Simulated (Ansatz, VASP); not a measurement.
**Al: VASP beside Ansatz**

Contents of INCAR:

```
SYSTEM = Al
PREC = Accurate ; ENCUT = 500
EDIFF = 1E-6 ; ISMEAR = 0
SIGMA = 0.15 ; LREAL = .FALSE.
LASPH = .TRUE. ; NELM = 120
ALGO = Normal ; ISIF = 2
LWAVE = .FALSE. ; LCHARG = .FALSE.
GGA = PS ; NBANDS = 10
GGA_COMPAT = .FALSE.
```

File KPOINTS:

```
Automatic mesh
0
G
  18 18 20
  0 0 0
```

POSCAR

```
Al
1.0
    0.0000000000     -2.0239800000     -2.0239800000
   -2.0239800000      0.0000000000     -2.0239800000
    2.0239800000      2.0239800000     -4.0479600000
Al
2
Direct
    0.5133582824      0.5133582824      0.4598860281
   -0.0133582824     -0.0133582824      0.0401139719
```

Input for Ansatz:

```yaml
crystal:
  lattice:
    - [0.0, -2.02398, -2.02398]
    - [-2.02398, 0.0, -2.02398]
    - [2.02398, 2.02398, -4.04796]
  atoms:
    - { symbol: Al, position: [0.5133582824, 0.5133582824, 0.4598860281] }
    - { symbol: Al, position: [-0.0133582824, -0.0133582824, 0.0401139719] }
basis:
  ecutwfc: 420
kpoints:
  mp_grid: { grid: [18, 18, 20] }
hamiltonian:
  xc: pbesol
scf:
  occupations: { method: gaussian, width: 0.15 }
output:
  forces: true
  stress: true
  eigenvalues: true
```

Change from the starting cell: mode 6 (312.2 1/cm) frozen in, largest displacement +0.188 Å.

Alike in both runs: task single point; functional PBEsol; k mesh 18 × 18 × 20; occupations gaussian, width 0.15 eV; no spin polarisation.

```csv
,VASP,Ansatz
version,VASP 6.6.1,Ansatz 0.2.0
potentials or method,"VASP PAW PBE potentials, release 64 (Al), cutoff 500 eV","scalar-relativistic, plane waves, PAW"
valence electrons in the cell,6,6
```

Ansatz gave:

```
gap on the k mesh at the Fermi level (eV)                     : none
pressure (GPa)                                                : 3.7
traceless stress, the component that is largest in VASP (GPa) : 1.44
rms of the force components (eV/Å)                            : 1.208
```

Problem. Estimate VASP's values.

Solution. gap on the k mesh at the Fermi level (eV): none; pressure (GPa): 3.8; traceless stress, the component that is largest in VASP (GPa): 1.45; rms of the force components (eV/Å): 1.215.

VASP's potentials were made for PBE, not for PBEsol. Atom by atom the forces differ by 0.007 eV/Å (rms over components). A gap of «none» marks a metal or a gap that the smearing closes.
